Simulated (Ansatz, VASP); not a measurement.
**Two plane-wave programs on Rb2H3**

```
CELL_PARAMETERS angstrom
2.56242 1.47941 6.21907
-2.56242 1.47941 6.21907
0.00000 -2.95882 6.21907
ATOMIC_POSITIONS crystal
Rb 0.25024 0.25024 0.25024
Rb 0.74976 0.74976 0.74976
H 0.44378 0.44378 0.44378
H 0.55622 0.55622 0.55622
H 0.50000 0.50000 0.50000
```

Alike in both runs: functional PBE; k mesh 6 × 6 × 6; occupations gaussian, width 0.1 eV; no spin polarisation.

Ansatz relaxed the structure, and its values are those at the end. VASP's run is a single point on that final structure, the one shown.

|  | VASP | Ansatz |
| --- | --- | --- |
| version | VASP 6.6.1 | Ansatz 0.2.0 |
| potentials or method | VASP PAW PBE potentials, release 64 (Rb_sv, H), cutoff 520 eV | scalar-relativistic, plane waves, PAW |
| valence electrons in the cell | 21 | 21 |

VASP gave:

```
gap on the k mesh at the Fermi level (eV) : none
pressure (GPa)                            : 0.1
rms of the force components (eV/Å)        : 0.003
```

Problem. What did Ansatz give for the same quantities?

Solution. gap on the k mesh at the Fermi level (eV): none; pressure (GPa): 0.1; rms of the force components (eV/Å): 0.006.

A gap of «none» marks a metal or a gap that the smearing closes.
